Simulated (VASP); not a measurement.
# KMgF3 (Pm-3m) in VASP: notebook

KMgF3 is run at these levels: PBEsol; tasks: single point.

Everything below comes from runs of VASP 6.6.1. Logs are shortened: lines on timing, memory, paths and dates and some standing lists are left out, and cuts for length are marked.

### 1 The cell of the first run

It takes space group Pm-3m (No. 221, cubic). Conventional cell: a = 3.986 Å, b = 3.986 Å, c = 3.986 Å, α = 90.00°, β = 90.00°, γ = 90.00°. K (site symmetry m-3m) has 12 F at 2.82 Å and 8 Mg at 3.45 Å within 3.7 Å. Mg (site symmetry m-3m) has 6 F at 1.99 Å within 2.6 Å. Within 2.6 Å of F (site symmetry 4/mmm) lie 2 Mg at 1.99 Å.

### 2 Single point, PBEsol

Contents of INCAR:

```
SYSTEM = KMgF3
PREC = Accurate
ENCUT = 520
EDIFF = 1E-6
ISMEAR = 0
SIGMA = 0.02
LREAL = .FALSE.
LASPH = .TRUE.
NELM = 60
ALGO = Normal
ISIF = 2
LWAVE = .FALSE.
LCHARG = .FALSE.
GGA = PS
NBANDS = 24
```

Contents of KPOINTS:

```
regular mesh
0
G
  6 6 6
  0 0 0
```

Contents of POSCAR:

```
KMgF3
1.0
    3.9859000000      0.0000000000      0.0000000000
    0.0000000000      3.9859000000      0.0000000000
    0.0000000000      0.0000000000      3.9859000000
K Mg F
1 1 3
Direct
    0.5000000000      0.5000000000      0.5000000000
    0.0000000000      0.0000000000      0.0000000000
    0.5000000000      0.0000000000      0.0000000000
    0.0000000000      0.5000000000      0.0000000000
    0.0000000000      0.0000000000      0.5000000000
```

Potentials or basis: VASP PAW PBE potentials, release 64 (K_sv, Mg, F).

The run is started by

```bash
> cat potpaw_PBE.64/K_sv/POTCAR potpaw_PBE.64/Mg/POTCAR potpaw_PBE.64/F/POTCAR > POTCAR
> mpirun -np 1 vasp_std > vasp.out
```

OUTCAR:

```text
SYSTEM = KMgF3
   PREC = Accurate
   ENCUT = 520
   EDIFF = 1E-6
   ISMEAR = 0
   LREAL = .FALSE.
   LASPH = .TRUE.
   NELM = 60
   ISIF = 2
   GGA = PS

 ion  position               nearest neighbor table
   1  0.500  0.500  0.500-   3 2.82   4 2.82   5 2.82   3 2.82   4 2.82   3 2.82   5 2.82   3 2.82
                             4 2.82   5 2.82   4 2.82   5 2.82   2 3.45   2 3.45   2 3.45   2 3.45
   2  0.000  0.000  0.000-   3 1.99   4 1.99   5 1.99   5 1.99   4 1.99   3 1.99   1 3.45   1 3.45
                             1 3.45   1 3.45   1 3.45   1 3.45   1 3.45   1 3.45
   3  0.500  0.000  0.000-   2 1.99   2 1.99   1 2.82   1 2.82   1 2.82   1 2.82
   4  0.000  0.500  0.000-   2 1.99   2 1.99   1 2.82   1 2.82   1 2.82   1 2.82
   5  0.000  0.000  0.500-   2 1.99   2 1.99   1 2.82   1 2.82   1 2.82   1 2.82

  LATTYP: Found a simple cubic cell.
 ALAT       =     3.9859000000

  Lattice vectors:

 A1 = (   3.9859000000,   0.0000000000,   0.0000000000)
 A2 = (   0.0000000000,   3.9859000000,   0.0000000000)
 A3 = (   0.0000000000,   0.0000000000,   3.9859000000)

Analysis of symmetry for initial positions (statically):
=====================================================================
 Subroutine PRICEL returns:
 Original cell was already a primitive cell.

 Routine SETGRP: Setting up the symmetry group for a
 simple cubic supercell.

 Subroutine GETGRP returns: Found 48 space group operations
 (whereof 48 operations were pure point group operations)
 out of a pool of 48 trial point group operations.

The static configuration has the point symmetry O_h .

Analysis of symmetry for dynamics (positions and initial velocities):
=====================================================================
 Subroutine PRICEL returns:
 Original cell was already a primitive cell.

 Routine SETGRP: Setting up the symmetry group for a
 simple cubic supercell.

 Subroutine GETGRP returns: Found 48 space group operations
 (whereof 48 operations were pure point group operations)
 out of a pool of 48 trial point group operations.

The dynamic configuration has the point symmetry O_h .

 Subroutine INISYM returns: Found 48 space group operations
 (whereof 48 operations are pure point group operations),
 and found     1 'primitive' translations

----------------------------------------------------------------------------------------

                                     Primitive cell
[... 92 lines left out ...]
   EDIFF  = 0.1E-05   stopping-criterion for ELM
   LREAL  =      F    real-space projection
   EDIFFG = 0.1E-04   stopping-criterion for IOM
   NSW    =      0    number of steps for IOM
   IBRION =     -1    ionic relax: 0-MD 1-quasi-New 2-CG
   NFREE  =      0    steps in history (QN), initial steepest desc. (CG)
   ISIF   =      2    stress and relaxation
   ISYM   =      2    0-nonsym 1-usesym 2-fastsym
   POTIM  = 0.5000    time-step for ionic-motion
   TEBEG  =    0.0;   TEEND  =   0.0 temperature during run
   PSTRESS=    0.0 pullay stress
   NELECT =      32.0000    total number of electrons
   NUPDOWN=      -1.0000    fix difference up-down
   EMIN   =  10.00;   EMAX   =-10.00  energy-range for DOS
   EFERMI =   0.00;   METHOD = LEGACY
   ISMEAR =     0;   SIGMA  =   0.02  broadening in eV -4-tet -1-fermi 0-gaus
   EFERMI_NEDOS =   21; number of points for ismear=-14 and -15
   IALGO  =     38    algorithm
   IMIX   =      4    mixing-type and parameters
     AMIX     =   0.40;   BMIX     =  1.00
     AMIX_MAG =   1.60;   BMIX_MAG =  1.00
  volume/ion in A,a.u.               =      12.67        85.47
  Fermi-wavevector in a.u.,A,eV,Ry     =   1.303962  2.464132 23.134232  1.700318
  Thomas-Fermi vector in A             =   2.434930
   LORBIT       =      0    0 simple, 1 ext, 2 COOP (PROOUT), +10 PAW based schemes
   GGA     = PS    functional components
   LHFCALC =     F    Hartree Fock is set to
   AEXX    =    0.0000 exact exchange contribution
   IVDW    =     0    specifies the selected vdW correction
   LEPSILON=     F    determine dielectric tensor
   LRPA    =     F    only Hartree local field effects (RPA)
 non-spin polarized calculation
 Gauss-broadening in eV      SIGMA  =   0.02
  energy-cutoff  :      520.00
  volume of cell :       63.33
 maximum number of plane-waves:      1743
 NGX is ok and might be reduce to    30
   NGX = 15   NGY = 15   NGZ = 15

 number of electron      31.9999958 magnetization

 Free energy of the ion-electron system (eV)
  ---------------------------------------------------
  ext. energy  EPLUGINS =         0.00000000
  ---------------------------------------------------
  free energy    TOTEN  =       -25.26301018 eV

  energy without entropy =      -25.26301018  energy(sigma->0) =      -25.26301018

 E-fermi :  -1.5562     XC(G=0):  -9.9449

 val. band max:       -1.7065324875   @ k =   0.5000   0.5000   0.5000
 cond. band min:       5.4158981847   @ k =   0.0000   0.0000   0.0000
 fundamental gap:      7.1224306722
 Fermi energy:        -1.5561880627

 k-point     1 :       0.0000    0.0000    0.0000
  band No.  band energies     occupation
      1     -27.1832      2.00000
      2     -21.7180      2.00000
      3     -21.0485      2.00000
      4     -21.0485      2.00000
      5     -10.7479      2.00000
      6     -10.7479      2.00000
[... 529 lines left out ...]
     23      13.2448      0.00000
     24      13.2448      0.00000

------------------------ aborting loop because EDIFF is reached ----------------------------------------

  FORCE on cell =-STRESS in cart. coord.  units (eV):
  Direction    XX          YY          ZZ          XY          YZ          ZX
  --------------------------------------------------------------------------------------
  -------------------------------------------------------------------------------------
  Total       -0.0340149     -0.0340149     -0.0340149      0.0000000      0.0000000     -0.0000000
  in kB       -0.8605993     -0.8605993     -0.8605993      0.0000000      0.0000000     -0.0000000
  external PRESSURE =      -0.8605993 kB  Pullay stress =       0.0000000 kB

 VOLUME and BASIS-vectors are now :
 -----------------------------------------------------------------------------
  energy-cutoff  :      520.00
  volume of cell :       63.33
      direct lattice vectors                 reciprocal lattice vectors
     3.985900000  0.000000000  0.000000000     0.250884367  0.000000000  0.000000000
     0.000000000  3.985900000  0.000000000     0.000000000  0.250884367  0.000000000
     0.000000000  0.000000000  3.985900000     0.000000000  0.000000000  0.250884367

 POSITION                                       TOTAL-FORCE (eV/Angst)
 -----------------------------------------------------------------------------------
      1.99295      1.99295      1.99295         0.000000      0.000000      0.000000
      0.00000      0.00000      0.00000         0.000000      0.000000      0.000000
      1.99295      0.00000      0.00000         0.000000      0.000000      0.000000
      0.00000      1.99295      0.00000         0.000000      0.000000      0.000000
      0.00000      0.00000      1.99295         0.000000      0.000000      0.000000
 -----------------------------------------------------------------------------------
    total drift:                                0.000000     -0.000000      0.000000

  FREE ENERGIE OF THE ION-ELECTRON SYSTEM (eV)
  ---------------------------------------------------
  free  energy   TOTEN  =       -25.2630101758 eV

  energy  without entropy=      -25.2630101758  energy(sigma->0) =      -25.26301018
```

OSZICAR:

```text
N       E                     dE             d eps       ncg     rms          rms(c)
DAV:   1     0.230946965000E+03    0.23095E+03   -0.17057E+04   976   0.127E+03
DAV:   2    -0.150779813907E+02   -0.24602E+03   -0.23513E+03  1208   0.345E+02
DAV:   3    -0.267280872546E+02   -0.11650E+02   -0.11587E+02  1376   0.695E+01
DAV:   4    -0.271334247528E+02   -0.40534E+00   -0.40522E+00  1288   0.814E+00
DAV:   5    -0.271363835521E+02   -0.29588E-02   -0.29588E-02  1296   0.663E-01    0.814E+00
DAV:   6    -0.252898102032E+02    0.18466E+01   -0.57983E+00  1104   0.174E+01    0.407E+00
DAV:   7    -0.252732605493E+02    0.16550E-01   -0.27901E-01  1152   0.278E+00    0.241E+00
DAV:   8    -0.252637065197E+02    0.95540E-02   -0.68538E-02  1184   0.239E+00    0.327E-01
DAV:   9    -0.252628315207E+02    0.87500E-03   -0.15159E-02  1224   0.849E-01    0.146E-01
DAV:  10    -0.252630484543E+02   -0.21693E-03   -0.90344E-04  1184   0.198E-01    0.114E-01
DAV:  11    -0.252630105264E+02    0.37928E-04   -0.15652E-04  1168   0.922E-02    0.386E-02
DAV:  12    -0.252630099775E+02    0.54890E-06   -0.24410E-05  1264   0.362E-02    0.332E-03
DAV:  13    -0.252630101758E+02   -0.19828E-06   -0.16371E-06  1120   0.627E-03
   1 F= -.25263010E+02 E0= -.25263010E+02  d E =-.465340E-28
```

stdout:

```text
POSCAR found type information on POSCAR K MgF
 POSCAR found :  3 types and       5 ions
 scaLAPACK will be used
 -----------------------------------------------------------------------------
|                                                                             |
|                                                                             |
|     You enforced a specific xc type in the INCAR file but a different       |
|     I HOPE YOU KNOW WHAT YOU ARE DOING!                                     |
|                                                                             |
 -----------------------------------------------------------------------------

 LDA part: xc-table for (Slater+PW92), standard interpolation
 POSCAR, INCAR and KPOINTS ok, starting setup
 FFT: planning ... GRIDC
 FFT: planning ... GRID_SOFT
 FFT: planning ... GRID
 WAVECAR not read
 entering main loop
```

It took 36 s on 1 thread of Intel Xeon Platinum 8259CL at 2.50GHz (Skylake/Cascade Lake), shared host; peak memory 0.18 GiB.

Results:

```yaml
Free_energy: -25.2630 eV
Pressure: -0.1 GPa
Band_gap_on_the_k_mesh: 7.12 eV, indirect (least direct gap 7.45 eV)
```

Caveat: the PAW data sets were made with another functional, which shifts forces and pressure a little. A k mesh can miss the band edges.

### 3 Single point, PBEsol

This run uses another cell than the first one, of 12.71 Å³/atom, 1.004 times its volume.

Contents of INCAR:

```
ALGO = Normal
EDIFF = 1E-7
ENCUT = 520
GGA = PS
ISIF = 2
ISMEAR = 0
LASPH = True
LCHARG = False
LREAL = False
LWAVE = False
NBANDS = 24
NELM = 100
PREC = Accurate
SIGMA = 0.02
```

Contents of KPOINTS:

```
k-points
0
Gamma
  6 6 6
```

POSCAR, as its differences from that of step 2:

```diff
@@ -2,5 +2,5 @@
 1.0
-    3.9859000000      0.0000000000      0.0000000000
-    0.0000000000      3.9859000000      0.0000000000
-    0.0000000000      0.0000000000      3.9859000000
+    3.9908822784      0.0000000000      0.0000000000
+    0.0000000000      3.9908822784      0.0000000000
+    0.0000000000      0.0000000000      3.9908822784
 K Mg F
```

Potentials or basis: VASP PAW PBE potentials, release 64 (K_sv, Mg, F).

The run is started by

```bash
> cat potpaw_PBE.64/K_sv/POTCAR potpaw_PBE.64/Mg/POTCAR potpaw_PBE.64/F/POTCAR > POTCAR
> mpirun -np 1 vasp_std > vasp.out
```

It took 44 s on 1 thread of Intel Xeon Platinum 8259CL at 2.50GHz (Skylake/Cascade Lake), shared host; peak memory 0.18 GiB.

Results (log left out):

| Item | Value |
| --- | --- |
| Free energy | -25.2631 eV |
| Pressure | -0.3 GPa |
| Band gap on the k mesh | 7.10 eV, indirect (least direct gap 7.42 eV) |

Levels at points of the mesh, in eV from the valence-band top:
| k point | band 13 | band 14 | band 15 | band 16 | band 17 | band 18 | band 19 | band 20 |
| --- | --- | --- | --- | --- | --- | --- | --- | --- |
| (0.00, 0.00, 0.00) | -0.63 | -0.32 | -0.32 | -0.32 | 7.10 | 9.94 | 9.94 | 12.13 |
| (0.50, 0.00, 0.00) | -0.87 | -0.87 | -0.53 | -0.53 | 9.93 | 10.25 | 11.00 | 12.72 |
| (0.50, 0.50, 0.00) | -1.05 | -0.90 | -0.90 | -0.02 | 10.79 | 11.56 | 12.41 | 12.41 |
| (0.50, 0.50, 0.50) | -1.13 | 0.00 | 0.00 | 0.00 | 10.29 | 10.29 | 10.29 | 13.77 |

Caveat: the PAW data sets were made with another functional, which shifts forces and pressure a little.

### 4 Single point, PBEsol (volume scaled by 1.03)

Contents of INCAR:

```
  PREC = Accurate
  ENCUT = 520
  EDIFF = 1E-7
  ISMEAR = 0
  SIGMA = 0.02
  LREAL = F
  LASPH = T
  NELM = 80
  ALGO = Normal
  ISIF = 2
  LWAVE = F
  LCHARG = F
  GGA = PS
  NBANDS = 24
```

Contents of KPOINTS:

```
Automatic mesh
0
Gamma
  6 6 6
```

POSCAR, as its differences from that of step 3:

```diff
@@ -2,5 +2,5 @@
 1.0
-    3.9908822784      0.0000000000      0.0000000000
-    0.0000000000      3.9908822784      0.0000000000
-    0.0000000000      0.0000000000      3.9908822784
+    4.0303985343      0.0000000000      0.0000000000
+    0.0000000000      4.0303985343      0.0000000000
+    0.0000000000      0.0000000000      4.0303985343
 K Mg F
```

The run is started by

```bash
> cat potpaw_PBE.64/K_sv/POTCAR potpaw_PBE.64/Mg/POTCAR potpaw_PBE.64/F/POTCAR > POTCAR
> mpirun -np 1 vasp_std > vasp.out
```

Wall time 40 s (1 thread of Intel Xeon Platinum 8259CL at 2.50GHz (Skylake/Cascade Lake), shared host); peak memory 0.18 GiB.

The run converged. Its results:

* Free energy: -25.2505 eV
* Pressure: -2.4 GPa
* Band gap on the k mesh: 6.88 eV, indirect (least direct gap 7.21 eV)

Levels at points of the mesh, in eV from the valence-band top:
| k point | band 14 | band 15 | band 16 | band 17 | band 18 | band 19 |
| --- | --- | --- | --- | --- | --- | --- |
| (0.00, 0.00, 0.00) | -0.32 | -0.32 | -0.32 | 6.88 | 9.90 | 9.90 |
| (0.50, 0.00, 0.00) | -0.84 | -0.52 | -0.52 | 9.75 | 9.96 | 10.92 |
| (0.50, 0.50, 0.00) | -0.88 | -0.88 | -0.02 | 10.61 | 11.42 | 12.14 |
| (0.50, 0.50, 0.50) | 0.00 | 0.00 | 0.00 | 10.18 | 10.18 | 10.18 |

Caveat: the cell differs from its parent crystal (volume scaled by 1.03); the PAW data sets were made with another functional, which shifts forces and pressure a little.

(Part 1 of 2 ends here.)
